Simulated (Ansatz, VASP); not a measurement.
**One calculation of Sn, two programs**

File INCAR:

```
ALGO     = Normal         # electronic algorithm
EDIFF    = 1E-6           # SCF threshold, eV
ENCUT    = 520            # plane-wave cutoff, eV
GGA      = PS             # functional
ISIF     = 2              # what is computed and relaxed
ISMEAR   = -1             # smearing method
LASPH    = True           # aspherical terms in the spheres
LCHARG   = False          # write CHGCAR
LREAL    = False          # projectors in reciprocal space
LWAVE    = False          # write WAVECAR
NBANDS   = 21             # bands
NELM     = 100            # most SCF steps
PREC     = Accurate       # precision mode
SIGMA    = 0.05           # smearing width, eV
```

KPOINTS

```
k-points
0
Gamma
  11 11 11
```

Contents of POSCAR:

```
Sn
1.0
    0.0000000000      3.2347450694      3.2347450694
    3.2347450694      0.0000000000      3.2347450694
    3.2347450694      3.2347450694      0.0000000000
Sn
2
Direct
    0.5000000000      0.5000000000      0.5000000000
    0.7500000000      0.7500000000      0.7500000000
```

Input for Ansatz:

```yaml
crystal:
  lattice:
    - [0.0, 3.2347450694, 3.2347450694]
    - [3.2347450694, 0.0, 3.2347450694]
    - [3.2347450694, 3.2347450694, 0.0]
  atoms:
    - { symbol: Sn, position: [0.5, 0.5, 0.5] }
    - { symbol: Sn, position: [0.75, 0.75, 0.75] }
kpoints:
  mp_grid: { grid: [11, 11, 11] }
  band_path:
    path:
      - [0.0, 0.0, 0.0]
      - [0.5, 0.0, 0.5]
      - [0.625, 0.25, 0.625]
      - [0.375, 0.375, 0.75]
      - [0.0, 0.0, 0.0]
      - [0.5, 0.5, 0.5]
      - [0.5, 0.25, 0.75]
      - [0.5, 0.0, 0.5]
    npoints: 5
scf:
  occupations: { method: fermi_dirac, width: 0.05 }
hamiltonian:
  xc: pbesol
  pseudopotentials: { kind: all_electron, lapw: { basis_error: 0.001 } }
output:
  forces: true
  stress: true
  eigenvalues: true
```

Change from the starting cell: volume scaled by 0.99.

Alike in both runs: task single point; functional PBEsol; k mesh 11 × 11 × 11; occupations fermi-dirac, width 0.05 eV; no spin polarisation.

|  | VASP | Ansatz |
| --- | --- | --- |
| version | VASP 6.6.1 | Ansatz 0.2.0 |
| potentials or method | VASP PAW PBE potentials, release 64 (Sn_d), cutoff 520 eV | all-electron LAPW, scalar-relativistic |

```csv
,VASP,Ansatz,Ansatz less VASP
pressure (GPa),1.4,1.5,+0.07
```

VASP's potentials were made for PBE, not for PBEsol. Ansatz ran all-electron here, and VASP with PAW potentials.
